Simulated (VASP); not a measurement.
# Au (Im-3m) in VASP: single point with PBE

Aim: the single point of Au with PBE.

All numbers are computed with VASP 6.6.1; they aren't measurements. Logs are shortened: lines on timing, memory, paths and dates and some standing lists are left out, and cuts for length are marked.

**1. The cell of the first run**

The structure is cubic, space group Im-3m (No. 229). Conventional cell: a = 3.315 Å, b = 3.315 Å, c = 3.315 Å, α = 90.00°, β = 90.00°, γ = 90.00°. Au (site symmetry m-3m) has 14 Au at 2.87 to 3.31 Å within 3.8 Å.

This isn't the form of Au at room conditions, which is fcc.

**2. Single point, PBE, non-collinear spin, zero start, spin-orbit coupling**

INCAR reads:

```
SYSTEM = Au
ALGO = Normal
EDIFF = 1E-6
ENCUT = 520
GGA = PE
GGA_COMPAT = .False.
ISIF = 2
ISMEAR = 0
LASPH = .True.
LCHARG = .False.
LMAXMIX = 4
LORBIT = 11
LORBMOM = .True.
LREAL = .False.
LSORBIT = .True.
LWAVE = .False.
MAGMOM = 0 0 0
NBANDS = 22
NELM = 150
PREC = Accurate
SIGMA = 0.05
```

KPOINTS reads:

```
k-points
0
Gamma
  16 16 16
  0 0 0
```

POSCAR reads:

```
Au
1.0
   -1.6572690000      1.6572690000      1.6572690000
    1.6572690000     -1.6572690000      1.6572690000
    1.6572690000      1.6572690000     -1.6572690000
Au
1
Direct
    0.0000000000      0.0000000000      0.0000000000
```

Potentials or basis: VASP PAW PBE potentials, release 64 (Au).

Command:

```sh
$ cat potpaw_PBE.64/Au/POTCAR > POTCAR
$ mpirun -np 1 vasp_ncl > vasp.out
```

OUTCAR:

```text
SYSTEM = Au
   EDIFF = 1E-6
   ENCUT = 520
   GGA = PE
   ISIF = 2
   ISMEAR = 0
   LASPH = .True.
   LORBIT = 11
   LREAL = .False.
   LSORBIT = .True.
   NELM = 150
   PREC = Accurate

 ion  position               nearest neighbor table
   1  0.000  0.000  0.000-

  LATTYP: Found a body centered cubic cell.
 ALAT       =     3.3145380000

  Lattice vectors:

 A1 = (  -1.6572690000,   1.6572690000,   1.6572690000)
 A2 = (   1.6572690000,  -1.6572690000,   1.6572690000)
 A3 = (   1.6572690000,   1.6572690000,  -1.6572690000)

Analysis of symmetry for initial positions (statically):
=====================================================================
 Subroutine PRICEL returns:
 Original cell was already a primitive cell.

 Routine SETGRP: Setting up the symmetry group for a
 body centered cubic supercell.

 Subroutine GETGRP returns: Found 48 space group operations
 (whereof 48 operations were pure point group operations)
 out of a pool of 48 trial point group operations.

The static configuration has the point symmetry O_h .

Analysis of symmetry for dynamics (positions and initial velocities):
=====================================================================
 Subroutine PRICEL returns:
 Original cell was already a primitive cell.

 Routine SETGRP: Setting up the symmetry group for a
 body centered cubic supercell.

 Subroutine GETGRP returns: Found 48 space group operations
 (whereof 48 operations were pure point group operations)
 out of a pool of 48 trial point group operations.

The dynamic configuration has the point symmetry O_h .

Analysis of structural, dynamic, and magnetic symmetry:
=====================================================================
 Subroutine PRICEL returns:
 Original cell was already a primitive cell.

 Routine SETGRP: Setting up the symmetry group for a
 body centered cubic supercell.

 Subroutine GETGRP returns: Found 48 space group operations
 (whereof 48 operations were pure point group operations)
 out of a pool of 48 trial point group operations.

The overall configuration has the point symmetry O_h .

 Subroutine INISYM returns: Found 48 space group operations
 (whereof 48 operations are pure point group operations),
 and found     1 'primitive' translations

----------------------------------------------------------------------------------------

                                     Primitive cell

  volume of cell :      18.2070

  direct lattice vectors                    reciprocal lattice vectors
    -1.657269000  1.657269000  1.657269000     0.000000000  0.301701172  0.301701172
     1.657269000 -1.657269000  1.657269000     0.301701172  0.000000000  0.301701172
     1.657269000  1.657269000 -1.657269000     0.301701172  0.301701172  0.000000000

  length of vectors
     2.870474110  2.870474110  2.870474110     0.426669890  0.426669890  0.426669890

  position of ions in fractional coordinates (direct lattice)
     0.000000000  0.000000000  0.000000000

  ion indices of the primitive-cell ions
   primitive index   ion index
                 1           1

----------------------------------------------------------------------------------------

 KPOINTS: k-points

Automatic generation of k-mesh.
 Grid dimensions read from file:
 generate k-points for:   16   16   16

 Generating k-lattice:

  Cartesian coordinates                     Fractional coordinates (reciprocal lattice)
     0.000000000  0.018856323  0.018856323     0.062500000  0.000000000  0.000000000
     0.018856323  0.000000000  0.018856323     0.000000000  0.062500000  0.000000000
     0.018856323  0.018856323  0.000000000     0.000000000  0.000000000  0.062500000

  Length of vectors
     0.026666868  0.026666868  0.026666868

  Shift w.r.t. Gamma in fractional coordinates (k-lattice)
     0.000000000  0.000000000  0.000000000

 Subroutine IBZKPT returns following result:
 ===========================================

 Found    145 irreducible k-points:

 Following reciprocal coordinates:
            Coordinates               Weight
[... 44 lines left out ...]
   LREAL  =      F    real-space projection
   EDIFFG = 0.1E-04   stopping-criterion for IOM
   NSW    =      0    number of steps for IOM
   IBRION =     -1    ionic relax: 0-MD 1-quasi-New 2-CG
   NFREE  =      0    steps in history (QN), initial steepest desc. (CG)
   ISIF   =      2    stress and relaxation
   ISYM   =      2    0-nonsym 1-usesym 2-fastsym
   POTIM  = 0.5000    time-step for ionic-motion
   TEBEG  =    0.0;   TEEND  =   0.0 temperature during run
   PSTRESS=    0.0 pullay stress
   NELECT =      11.0000    total number of electrons
   NUPDOWN=      -1.0000    fix difference up-down
   EMIN   =  10.00;   EMAX   =-10.00  energy-range for DOS
   EFERMI =   0.00;   METHOD = LEGACY
   ISMEAR =     0;   SIGMA  =   0.05  broadening in eV -4-tet -1-fermi 0-gaus
   EFERMI_NEDOS =   21; number of points for ismear=-14 and -15
   IALGO  =     38    algorithm
   IMIX   =      4    mixing-type and parameters
     AMIX     =   0.40;   BMIX     =  1.00
     AMIX_MAG =   1.60;   BMIX_MAG =  1.00
  volume/ion in A,a.u.               =      18.21       122.87
  Fermi-wavevector in a.u.,A,eV,Ry     =   1.383968  2.615320 26.060157  1.915367
  Thomas-Fermi vector in A             =   2.508516
   LORBIT       =     11    0 simple, 1 ext, 2 COOP (PROOUT), +10 PAW based schemes
   GGA     = PE    functional components
   LHFCALC =     F    Hartree Fock is set to
   AEXX    =    0.0000 exact exchange contribution
   IVDW    =     0    specifies the selected vdW correction
   LEPSILON=     F    determine dielectric tensor
   LRPA    =     F    only Hartree local field effects (RPA)
 Gauss-broadening in eV      SIGMA  =   0.05
  energy-cutoff  :      520.00
  volume of cell :       18.21
 maximum number of plane-waves:       996
 NGX is ok and might be reduce to    24
   NGX = 11   NGY = 11   NGZ = 11

 number of electron      11.0000000 magnetization       0.0000000      0.0000000      0.0000000

 number of electron      10.9999998 magnetization       0.0000000     -0.0000000     -0.0000000

 number of electron      10.9999998 magnetization      -0.0000000      0.0000000      0.0000000

 Free energy of the ion-electron system (eV)
  ---------------------------------------------------
  ext. energy  EPLUGINS =         0.00000000
  ---------------------------------------------------
  free energy    TOTEN  =        -3.48166883 eV

  energy without entropy =       -3.48134022  energy(sigma->0) =       -3.48150453

 E-fermi :   8.4829     XC(G=0): -12.3366

 val. band max:        8.4674626067   @ k =   0.5000   0.5000   0.0625
 cond. band min:       8.4893414604   @ k =   0.3750   0.0625   0.0625
 fundamental gap:      0.0218788537
 Fermi energy:         8.4828918803

 k-point     1 :       0.0000    0.0000    0.0000
  band No.  band energies     occupation
      1      -0.7595      1.00000
      2      -0.7595      1.00000
      3       3.2710      1.00000
      4       3.2710      1.00000
      5       3.2710      1.00000
      6       3.2710      1.00000
[... 589 lines left out ...]
     21      30.8389      0.00000
     22      30.8389      0.00000

 [... further k-points ...]

------------------------ aborting loop because EDIFF is reached ----------------------------------------

  FORCE on cell =-STRESS in cart. coord.  units (eV):
  Direction    XX          YY          ZZ          XY          YZ          ZX
  --------------------------------------------------------------------------------------
  -------------------------------------------------------------------------------------
  Total       -0.3355233     -0.3355233     -0.3355233      0.0000000      0.0000000     -0.0000000
  in kB      -29.5252969    -29.5252969    -29.5252969      0.0000000      0.0000000     -0.0000000
  external PRESSURE =     -29.5252969 kB  Pullay stress =       0.0000000 kB

 VOLUME and BASIS-vectors are now :
 -----------------------------------------------------------------------------
  energy-cutoff  :      520.00
  volume of cell :       18.21
      direct lattice vectors                 reciprocal lattice vectors
    -1.657269000  1.657269000  1.657269000     0.000000000  0.301701172  0.301701172
     1.657269000 -1.657269000  1.657269000     0.301701172  0.000000000  0.301701172
     1.657269000  1.657269000 -1.657269000     0.301701172  0.301701172  0.000000000

 POSITION                                       TOTAL-FORCE (eV/Angst)
 -----------------------------------------------------------------------------------
      0.00000      0.00000      0.00000         0.000000      0.000000      0.000000
 -----------------------------------------------------------------------------------
    total drift:                                0.000000      0.000000     -0.000000

  FREE ENERGIE OF THE ION-ELECTRON SYSTEM (eV)
  ---------------------------------------------------
  free  energy   TOTEN  =        -3.4816688340 eV

  energy  without entropy=       -3.4813402171  energy(sigma->0) =       -3.48150453

 orbital moment (x)

 # of ion     p       d       tot
 ----------------------------------------
  1         0.000   0.000   0.000
 ----------------------------------------
            0.000   0.000   0.000

 orbital moment (y)

 # of ion     p       d       tot
 ----------------------------------------
  1        -0.000  -0.000  -0.000
 ----------------------------------------
           -0.000  -0.000  -0.000

 orbital moment (z)

 # of ion     p       d       tot
 ----------------------------------------
  1         0.000   0.000   0.000
 ----------------------------------------
            0.000   0.000   0.000

 Spin-Orbit-Coupling matrix elements

 Ion:    1  E_soc:     -0.5696698
 l=   1
     0.0000000    -0.0238035    -0.0238035
    -0.0238035     0.0000000    -0.0238035
    -0.0238035    -0.0238035     0.0000000
 l=   2
     0.0000000    -0.0147347     0.0000000    -0.0147347    -0.0564067
    -0.0147347     0.0000000    -0.0423050    -0.0147347    -0.0141017
     0.0000000    -0.0423050     0.0000000    -0.0423050     0.0000000
    -0.0147347    -0.0147347    -0.0423050     0.0000000    -0.0141017
    -0.0564067    -0.0141017     0.0000000    -0.0141017     0.0000000
 l=   3
     0.0000000     0.0000000     0.0000000     0.0000000     0.0000000     0.0000000     0.0000000
     0.0000000     0.0000000     0.0000000     0.0000000     0.0000000     0.0000000     0.0000000
     0.0000000     0.0000000     0.0000000     0.0000000     0.0000000     0.0000000     0.0000000
     0.0000000     0.0000000     0.0000000     0.0000000     0.0000000     0.0000000     0.0000000
     0.0000000     0.0000000     0.0000000     0.0000000     0.0000000     0.0000000     0.0000000
     0.0000000     0.0000000     0.0000000     0.0000000     0.0000000     0.0000000     0.0000000
     0.0000000     0.0000000     0.0000000     0.0000000     0.0000000     0.0000000     0.0000000

 total charge

# of ion       s       p       d       tot
------------------------------------------
    1        0.531   0.324   8.728   9.582

 magnetization (x)

# of ion       s       p       d       tot
------------------------------------------
    1        0.000  -0.000  -0.000  -0.000

 magnetization (y)

# of ion       s       p       d       tot
------------------------------------------
    1       -0.000   0.000  -0.000   0.000

 magnetization (z)

# of ion       s       p       d       tot
------------------------------------------
    1       -0.000  -0.000   0.000  -0.000
```

It took 55 s on 1 thread of AMD EPYC 9R45 (Zen 5), shared host; peak memory 0.23 GiB.

Results:

| Item | Value |
| --- | --- |
| Free energy | -3.4817 eV |
| Pressure | -3.0 GPa |
| Net moment | 0.00 μB per cell |
| Valence electrons inside the program's atomic spheres | Au 9.58 |

Moments on the atoms (μB; x, y, z):
```
Au  0.00 0.00 0.00
```
